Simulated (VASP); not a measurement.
Zr5O9 (a cell with a defect): single point with PBE

Zr5O9 (a cell with a defect):

```xyz
14
Lattice="0.0000 0.0000 5.1159 -2.5579 5.1159 2.5579 -5.1159 -2.5579 2.5579" Properties=species:S:1:pos:R:3 pbc="T T T"
Zr    0.0000    0.0000    5.1159
Zr   -2.5579    0.0000    2.5579
Zr   -5.1159    0.0000    5.1159
Zr   -2.5579    2.5579    5.1159
Zr   -5.1159    2.5579    7.6738
O    -1.2790    1.2790    3.8369
O    -3.8369    1.2790    6.3949
O    -6.3949    1.2790    8.9528
O    -3.8369    3.8369    3.8369
O    -1.2790    1.2790    1.2790
O    -3.8369    1.2790    3.8369
O    -6.3949    1.2790    6.3949
O    -3.8369    3.8369    6.3949
O    -4.7369   -1.2790    6.3949
```

This cell differs from its parent crystal: atoms taken out, atom 14 moved 0.000 of the way to it and -0.900 Å across, host rigid.

| Item | Value |
| --- | --- |
| Program | VASP 6.6.1 |
| Task | single point |
| Functional | PBE |
| Potentials or basis | VASP PAW PBE potentials, release 64 (Zr_sv, O) |
| Cutoff | 520 eV |
| k mesh | 4 × 4 × 4 |
| Occupations | gaussian, width 0.05 eV |
| Spin | no spin polarisation |
| Dipole correction | no |
| Charge | 2 |
| Further INCAR settings | ALGO = Normal; EDIFF = 1e-06; NBANDS = 70; NELECT = 112.0 |

```
Largest force : 10.253 eV/Å
```

Forces on the atoms (eV/Å):
```
Zr  -2.388 -6.051  2.728
Zr   2.542  2.812 -0.834
Zr  -2.683  6.153 -2.899
Zr  -0.102  0.379  0.321
Zr   2.526 -3.238  0.653
O   -7.848 -0.356 -0.322
O    0.161 -0.649  0.348
O   -0.013  1.206 -0.211
O   -2.140 -0.277  0.169
O    1.309 -0.369  0.359
O   -0.053 -1.424 -0.527
O    0.268  1.516  0.008
O   -1.833  0.280  0.144
O   10.253  0.018  0.063
```

Levels at points of the mesh, in eV from the Fermi level:
| k point | band 52 | band 53 | band 54 | band 55 | band 56 | band 57 | band 58 | band 59 | band 60 | band 61 |
| --- | --- | --- | --- | --- | --- | --- | --- | --- | --- | --- |
| (0.00, 0.00, 0.00) | -2.05 | -1.94 | -1.83 | -1.57 | -0.55 | 0.18 | 1.42 | 1.94 | 2.16 | 2.77 |
| (0.50, 0.00, 0.00) | -2.41 | -2.22 | -2.19 | -1.99 | -0.59 | 0.16 | 1.99 | 2.04 | 2.17 | 2.62 |
| (0.50, 0.50, 0.00) | -2.36 | -2.27 | -2.11 | -2.05 | -0.43 | 0.11 | 2.02 | 2.12 | 2.33 | 2.59 |
| (0.50, 0.50, 0.50) | -2.45 | -2.37 | -2.11 | -2.01 | -0.02 | 0.12 | 2.00 | 2.16 | 2.35 | 2.61 |
| (0.50, 0.00, 0.50) | -2.45 | -2.30 | -2.13 | -1.97 | -0.10 | 0.16 | 1.90 | 2.07 | 2.36 | 2.66 |
| (0.00, 0.50, 0.00) | -2.05 | -1.71 | -1.62 | -1.53 | -0.49 | 0.53 | 1.37 | 1.92 | 2.57 | 2.73 |
| (0.00, 0.00, 0.50) | -1.94 | -1.70 | -1.52 | -1.48 | -0.80 | 0.32 | 1.47 | 2.05 | 2.57 | 2.68 |
| (0.00, 0.50, 0.50) | -2.00 | -1.88 | -1.77 | -1.25 | -0.60 | 0.76 | 1.47 | 2.15 | 2.62 | 2.79 |

Run time: 8.3 min on 1 thread of Intel(R) Xeon(R) Platinum 8259CL CPU @ 2.50GHz (Skylake/Cascade Lake) (shared host), peak memory 0.45 GiB.

Caveat: the cell carries a net charge on a neutralising background, which shifts energy and pressure; the cell differs from its parent crystal (atoms taken out, atom 14 moved 0.000 of the way to it and -0.900 Å across, host rigid); the cell is charged against a uniform background, so pressure and absolute levels hang on convention.
